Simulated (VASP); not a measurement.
A run of VASP 6.6.1 is set up as follows.

The input INCAR:

```
ALGO = Normal
EDIFF = 1E-6
ENCUT = 600
GGA = PE
GGA_COMPAT = F
ISIF = 2
ISMEAR = 0
ISPIN = 2
LASPH = T
LCHARG = T
LELF = T
LORBIT = 11
LREAL = F
LVHAR = T
LWAVE = F
MAGMOM = 0 1
NBANDS = 20
NELM = 200
PREC = Accurate
SIGMA = 0.1
```

The input KPOINTS:

```
k-points
0
Gamma
  6 6 6
```

POSCAR

```
GaN
1.0
    0.0000000000      2.5243460270      2.5243460270
    2.5243460270      0.0000000000      2.5243460270
    2.5243460270      2.5243460270      0.0000000000
Ga N
1 1
Direct
    0.0000000000      0.0000000000      0.0000000000
    0.2500000000      0.2500000000      0.2500000000
```

Potentials or basis: VASP PAW PBE potentials, release 64 (Ga_d, N).

The run is started by

```console
$ cat potpaw_PBE.64/Ga_d/POTCAR potpaw_PBE.64/N/POTCAR > POTCAR
$ mpirun -np 1 vasp_std > vasp.out
```

Task: What does it give for the pressure?

Result: -26.0 GPa.

Task: Estimate the band gap on the k mesh.

Result: Zero (filled and empty bands touch).

Task: Estimate the net moment.

Result: 0.00 μB per cell.
